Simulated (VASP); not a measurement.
# BiAsCl6 (P4/mmm) in VASP: notebook

BiAsCl6 is run at these levels: PBEsol; tasks: single point, relaxation of cell and atoms.

Everything below comes from runs of VASP 6.6.1. Logs are shortened: lines on timing, memory, paths and dates and some standing lists are left out, and cuts for length are marked.

### Step 1. The cell of the first run

Symmetry: P4/mmm, No. 123, tetragonal system. The conventional cell has a = 4.502 Å, b = 4.502 Å, c = 7.675 Å, α = 90.00°, β = 90.00°, γ = 90.00°. Within 4.0 Å of Bi (site symmetry 4/mmm) lie 14 Cl at 3.00 to 3.84 Å. Within 3.8 Å of Cl (site symmetry 4/mmm) lie 8 Cl at 2.91 Å and 4 As at 3.18 Å. Cl (site symmetry 4/mmm) has 8 Cl at 3.00 Å and 4 Bi at 3.18 Å and 2 As at 3.84 Å within 4.0 Å. Cl (site symmetry 2mm) has 9 Cl at 2.91 to 3.69 Å and 2 As at 2.91 Å and 2 Bi at 3.00 Å within 3.8 Å. Within 3.8 Å of As (site symmetry 4/mmm) lie 12 Cl at 2.91 to 3.18 Å.

### Step 2. Single point, PBEsol

Contents of INCAR:

```
SYSTEM = BiAsCl6
PREC = Accurate
ENCUT = 520
EDIFF = 1E-6
ISMEAR = -1
SIGMA = 0.03
LREAL = .FALSE.
LASPH = .TRUE.
NELM = 100
ALGO = Normal
ISIF = 2
LWAVE = .FALSE.
LCHARG = .FALSE.
GGA = PS
NBANDS = 41
```

Contents of KPOINTS:

```
Automatic mesh
0
G
  4 4 2
  0 0 0
```

Contents of POSCAR:

```
BiAsCl6
1.0
    4.5022998868      0.0000000000      0.0000000000
    0.0000000000      4.5022998868      0.0000000000
    0.0000000000      0.0000000000      7.6748637750
Bi Cl As
1 6 1
Direct
    0.5000000000      0.5000000000      0.5000000000
    0.5000000000      0.5000000000      0.0000000000
    0.0000000000      0.0000000000      0.5000000000
    0.0000000000      0.5000000000      0.2406387829
    0.5000000000      0.0000000000      0.7593612171
    0.5000000000      0.0000000000      0.2406387829
    0.0000000000      0.5000000000      0.7593612171
    0.0000000000      0.0000000000      0.0000000000
```

Potentials or basis: VASP PAW PBE potentials, release 64 (Bi_d, Cl, As).

Launch:

```console
$ cat potpaw_PBE.64/Bi_d/POTCAR potpaw_PBE.64/Cl/POTCAR potpaw_PBE.64/As/POTCAR > POTCAR
$ mpirun -np 1 vasp_std > vasp.out
```

OUTCAR:

```text
SYSTEM = BiAsCl6
   PREC = Accurate
   ENCUT = 520
   EDIFF = 1E-6
   ISMEAR = -1
   LREAL = .FALSE.
   LASPH = .TRUE.
   NELM = 100
   ISIF = 2
   GGA = PS

 ion  position               nearest neighbor table
   1  0.500  0.500  0.500-   4 3.00   5 3.00   6 3.00   7 3.00   5 3.00   6 3.00   4 3.00   7 3.00
                             3 3.18   3 3.18   3 3.18   3 3.18
   2  0.500  0.500  0.000-
   3  0.000  0.000  0.500-   1 3.18   1 3.18   1 3.18   1 3.18
   4  0.000  0.500  0.241-   1 3.00   1 3.00
   5  0.500  0.000  0.759-   1 3.00   1 3.00
   6  0.500  0.000  0.241-   1 3.00   1 3.00
   7  0.000  0.500  0.759-   1 3.00   1 3.00
   8  0.000  0.000  0.000-

  LATTYP: Found a simple tetragonal cell.
 ALAT       =     4.5022998868
 C/A-ratio  =     1.7046540586

  Lattice vectors:

 A1 = (   4.5022998868,   0.0000000000,   0.0000000000)
 A2 = (   0.0000000000,   4.5022998868,   0.0000000000)
 A3 = (   0.0000000000,   0.0000000000,   7.6748637750)

Analysis of symmetry for initial positions (statically):
=====================================================================
 Subroutine PRICEL returns:
 Original cell was already a primitive cell.

 Routine SETGRP: Setting up the symmetry group for a
 simple tetragonal supercell.

 Subroutine GETGRP returns: Found 16 space group operations
 (whereof 16 operations were pure point group operations)
 out of a pool of 16 trial point group operations.

The static configuration has the point symmetry D_4h.

Analysis of symmetry for dynamics (positions and initial velocities):
=====================================================================
 Subroutine PRICEL returns:
 Original cell was already a primitive cell.

 Routine SETGRP: Setting up the symmetry group for a
 simple tetragonal supercell.

 Subroutine GETGRP returns: Found 16 space group operations
 (whereof 16 operations were pure point group operations)
 out of a pool of 16 trial point group operations.

The dynamic configuration has the point symmetry D_4h.

 Subroutine INISYM returns: Found 16 space group operations
 (whereof 16 operations are pure point group operations),
 and found     1 'primitive' translations

----------------------------------------------------------------------------------------

                                     Primitive cell

[... 91 lines left out ...]
   EDIFFG = 0.1E-04   stopping-criterion for IOM
   NSW    =      0    number of steps for IOM
   IBRION =     -1    ionic relax: 0-MD 1-quasi-New 2-CG
   NFREE  =      0    steps in history (QN), initial steepest desc. (CG)
   ISIF   =      2    stress and relaxation
   ISYM   =      2    0-nonsym 1-usesym 2-fastsym
   POTIM  = 0.5000    time-step for ionic-motion
   TEBEG  =    0.0;   TEEND  =   0.0 temperature during run
   PSTRESS=    0.0 pullay stress
   NELECT =      62.0000    total number of electrons
   NUPDOWN=      -1.0000    fix difference up-down
   EMIN   =  10.00;   EMAX   =-10.00  energy-range for DOS
   EFERMI =   0.00;   METHOD = LEGACY
   ISMEAR =    -1;   SIGMA  =   0.03  broadening in eV -4-tet -1-fermi 0-gaus
   EFERMI_NEDOS =   21; number of points for ismear=-14 and -15
   IALGO  =     38    algorithm
   IMIX   =      4    mixing-type and parameters
     AMIX     =   0.40;   BMIX     =  1.00
     AMIX_MAG =   1.60;   BMIX_MAG =  1.00
  volume/ion in A,a.u.               =      19.45       131.23
  Fermi-wavevector in a.u.,A,eV,Ry     =   1.204737  2.276623 19.747374  1.451391
  Thomas-Fermi vector in A             =   2.340453
   LORBIT       =      0    0 simple, 1 ext, 2 COOP (PROOUT), +10 PAW based schemes
   GGA     = PS    functional components
   LHFCALC =     F    Hartree Fock is set to
   AEXX    =    0.0000 exact exchange contribution
   IVDW    =     0    specifies the selected vdW correction
   LEPSILON=     F    determine dielectric tensor
   LRPA    =     F    only Hartree local field effects (RPA)
 non-spin polarized calculation
  energy-cutoff  :      520.00
  volume of cell :      155.57
 maximum number of plane-waves:      4210
 NGX is ok and might be reduce to    36
   NGX = 17   NGY = 17   NGZ = 29

 number of electron      62.0000006 magnetization

 Free energy of the ion-electron system (eV)
  ---------------------------------------------------
  ext. energy  EPLUGINS =         0.00000000
  ---------------------------------------------------
  free energy    TOTEN  =       -22.88066245 eV

  energy without entropy =      -22.87833267  energy(sigma->0) =      -22.87949756

 E-fermi :   5.4605     XC(G=0): -10.6307

 val. band max:        5.4152427471   @ k =   0.5000   0.5000   0.5000
 cond. band min:       5.5515046666   @ k =   0.2500   0.2500   0.0000
 fundamental gap:      0.1362619195
 Fermi energy:         5.4605176457

 k-point     1 :       0.0000    0.0000    0.0000
  band No.  band energies     occupation
      1     -18.2262      2.00000
      2     -18.2077      2.00000
      3     -18.1948      2.00000
      4     -18.1923      2.00000
      5     -18.1923      2.00000
      6     -11.1514      2.00000
[... 517 lines left out ...]
     40      14.5956      0.00000
     41      14.5956      0.00000

------------------------ aborting loop because EDIFF is reached ----------------------------------------

  FORCE on cell =-STRESS in cart. coord.  units (eV):
  Direction    XX          YY          ZZ          XY          YZ          ZX
  --------------------------------------------------------------------------------------
  -------------------------------------------------------------------------------------
  Total       -0.0735378     -0.0735378     -0.0708412      0.0000000      0.0000000      0.0000000
  in kB       -0.7573237     -0.7573237     -0.7295536      0.0000000      0.0000000      0.0000000
  external PRESSURE =      -0.7480670 kB  Pullay stress =       0.0000000 kB

 VOLUME and BASIS-vectors are now :
 -----------------------------------------------------------------------------
  energy-cutoff  :      520.00
  volume of cell :      155.57
      direct lattice vectors                 reciprocal lattice vectors
     4.502299887  0.000000000  0.000000000     0.222108706  0.000000000  0.000000000
     0.000000000  4.502299887  0.000000000     0.000000000  0.222108706  0.000000000
     0.000000000  0.000000000  7.674863775     0.000000000  0.000000000  0.130295472

 POSITION                                       TOTAL-FORCE (eV/Angst)
 -----------------------------------------------------------------------------------
      2.25115      2.25115      3.83743         0.000000     -0.000000      0.000000
      2.25115      2.25115      0.00000         0.000000     -0.000000      0.000000
      0.00000      0.00000      3.83743         0.000000     -0.000000      0.000000
      0.00000      2.25115      1.84687         0.000000      0.000000     -0.001946
      2.25115      0.00000      5.82799        -0.000000     -0.000000      0.001946
      2.25115      0.00000      1.84687         0.000000     -0.000000     -0.001946
      0.00000      2.25115      5.82799        -0.000000      0.000000      0.001946
      0.00000      0.00000      0.00000         0.000000     -0.000000      0.000000
 -----------------------------------------------------------------------------------
    total drift:                                0.000000      0.000000      0.000000

  FREE ENERGIE OF THE ION-ELECTRON SYSTEM (eV)
  ---------------------------------------------------
  free  energy   TOTEN  =       -22.8806624469 eV

  energy  without entropy=      -22.8783326722  energy(sigma->0) =      -22.87949756
```

OSZICAR:

```text
N       E                     dE             d eps       ncg     rms          rms(c)
DAV:   1     0.565500433471E+03    0.56550E+03   -0.28964E+04   984   0.149E+03
DAV:   2     0.443015776680E+02   -0.52120E+03   -0.49696E+03  1112   0.344E+02
DAV:   3    -0.228872377981E+02   -0.67189E+02   -0.62337E+02  1236   0.130E+02
DAV:   4    -0.258036379375E+02   -0.29164E+01   -0.28946E+01  1144   0.293E+01
DAV:   5    -0.259049065560E+02   -0.10127E+00   -0.10122E+00  1415   0.581E+00    0.134E+01
DAV:   6    -0.229267667488E+02    0.29781E+01   -0.51469E+00  1229   0.107E+01    0.827E+00
DAV:   7    -0.228992009985E+02    0.27566E-01   -0.96440E-01  1271   0.384E+00    0.424E+00
DAV:   8    -0.228869355400E+02    0.12265E-01   -0.12250E-01  1207   0.159E+00    0.107E+00
DAV:   9    -0.228807562879E+02    0.61793E-02   -0.30599E-02  1255   0.800E-01    0.378E-01
DAV:  10    -0.228806825621E+02    0.73726E-04   -0.31330E-03  1182   0.277E-01    0.202E-01
DAV:  11    -0.228806618055E+02    0.20757E-04   -0.41662E-04  1336   0.111E-01    0.464E-02
DAV:  12    -0.228806633208E+02   -0.15153E-05   -0.27175E-05  1285   0.264E-02    0.195E-02
DAV:  13    -0.228806630260E+02    0.29479E-06   -0.10311E-05  1192   0.162E-02    0.674E-03
DAV:  14    -0.228806624469E+02    0.57919E-06   -0.23132E-06   847   0.614E-03
   1 F= -.22880662E+02 E0= -.22879498E+02  d E =-.232977E-02
```

Wall time 52 s (1 thread of Intel Xeon Platinum 8559C (Emerald Rapids), shared host); peak memory 0.29 GiB.

Results:

* Free energy: -22.8807 eV
* Pressure: -0.1 GPa
* Band gap on the k mesh: 0.14 eV, indirect (least direct gap 0.65 eV)

Caveat: the PAW data sets were made with another functional, which shifts forces and pressure a little; spin-orbit coupling is left out, which moves the levels of the heavy elements. A k mesh can miss the band edges.

### Step 3. Relaxation of cell and atoms, PBEsol

This run uses another cell than the first one, of 28.75 Å³/atom, 1.479 times its volume.

Contents of INCAR:

```
SYSTEM = BiAsCl6
PREC = Accurate ; ENCUT = 600
EDIFF = 1E-6 ; ISMEAR = -1
SIGMA = 0.03 ; LREAL = .False.
LASPH = .True. ; NELM = 100
ALGO = Normal ; ISIF = 3
LWAVE = .False. ; LCHARG = .False.
GGA = PS ; IBRION = 2
NSW = 100 ; EDIFFG = -0.01
```

Contents of KPOINTS:

```
regular mesh
0
Gamma
  4 4 2
  0 0 0
```

Contents of POSCAR:

```
BiAsCl6
1.0
    4.6923208200      0.0000000000      0.0000000000
    0.0000000000      4.6923208200      0.0000000000
    0.0000000000      0.0000000000     10.4471427300
Bi Cl As
1 6 1
Direct
    0.5000000000      0.5000000000      0.5000000000
    0.5000000000      0.5000000000      0.0000000000
    0.0000000000      0.0000000000      0.5000000000
    0.0000000000      0.5000000000      0.2510972600
    0.5000000000      0.0000000000      0.7489027400
    0.5000000000      0.0000000000      0.2510972600
    0.0000000000      0.5000000000      0.7489027400
    0.0000000000      0.0000000000      0.0000000000
```

Potentials or basis: VASP PAW PBE potentials, release 64 (Bi_d, Cl, As).

Launch:

```console
$ cat potpaw_PBE.64/Bi_d/POTCAR potpaw_PBE.64/Cl/POTCAR potpaw_PBE.64/As/POTCAR > POTCAR
$ mpirun -np 1 vasp_std > vasp.out
```

Run time: 16 min. Hardware: 1 thread of Intel Xeon Platinum 8559C (Emerald Rapids), shared host; peak memory 0.47 GiB.

The run converged. Its results:

```yaml
Free_energy: -22.8873 eV
Relaxed_volume: 19.44 Å³/atom
Relaxed_cell: a = 4.501 Å, b = 4.501 Å, c = 7.678 Å, α = 90.00°, β = 90.00°, γ = 90.00°
Space_group_after_relaxing_to_0.05_Å: P4/mmm (No. 123)
Energy_gained_by_relaxing: 514.9 meV/atom
Ionic_steps: 16
Pressure_after_relaxing: 0.0 GPa
Band_gap_on_the_k_mesh: 0.14 eV, indirect (least direct gap 0.65 eV)
```

Step by step:
```tsv
step	energy change (eV)	largest force (eV/Å)	pressure (GPa)	volume (Å³)
1	0.0000	0.2816	-9.57	230.02
2	-2.8902	0.0400	-5.41	177.40
3	-3.3116	0.1626	-0.28	159.80
4	-3.3207	0.2054	0.93	156.90
5	-3.6793	0.3576	1.41	154.55
6	-3.8465	0.4570	6.29	144.94
7	-3.9602	0.4490	4.44	147.83
8	-4.0625	0.1266	-1.71	160.20
9	-4.0877	0.2183	0.00	156.13
10	-4.1006	0.1636	0.03	155.88
11	-4.1179	0.0237	0.17	155.23
12	-4.1186	0.0150	0.23	155.05
13	-4.1186	0.0212	-0.30	156.21
14	-4.1191	0.0185	-0.04	155.62
15	-4.1194	0.0109	-0.03	155.60
16	-4.1195	0.0009	0.00	155.56
```

Final structure:
```
Bi Cl As
1.0
     4.50112    0.00000    0.00000
     0.00000    4.50112    0.00000
     0.00000    0.00000    7.67812
Bi Cl As
1 6 1
Direct
  0.50000 0.50000 0.50000
  0.50000 0.50000 0.00000
  0.00000 0.00000 0.50000
  0.00000 0.50000 0.24061
  0.50000 0.00000 0.75939
  0.50000 0.00000 0.24061
  0.00000 0.50000 0.75939
  0.00000 0.00000 0.00000
```

Levels at points of the mesh, in eV from the valence-band top:
```csv
k point,band 29,band 30,band 31,band 32,band 33,band 34
"(0.00, 0.00, 0.00)",-1.64,-0.96,-0.96,0.62,1.56,1.56
"(0.50, 0.00, 0.00)",-1.36,-0.62,-0.22,0.96,1.18,1.42
"(0.50, 0.50, 0.00)",-0.99,-0.26,-0.26,1.42,1.42,1.84
"(0.00, 0.00, 0.50)",-1.40,-1.34,-1.32,0.53,1.47,1.47
"(0.50, 0.00, 0.50)",-0.76,-0.45,-0.16,0.49,0.97,1.26
"(0.50, 0.50, 0.50)",-0.66,-0.56,0.00,1.39,1.39,1.42
```

Caveat: the volume moved by over 15 % at a fixed basis, so the end points are rough; the PAW data sets were made with another functional, which shifts forces and pressure a little; spin-orbit coupling is left out, which moves the levels of the heavy elements. A k mesh can miss the band edges.
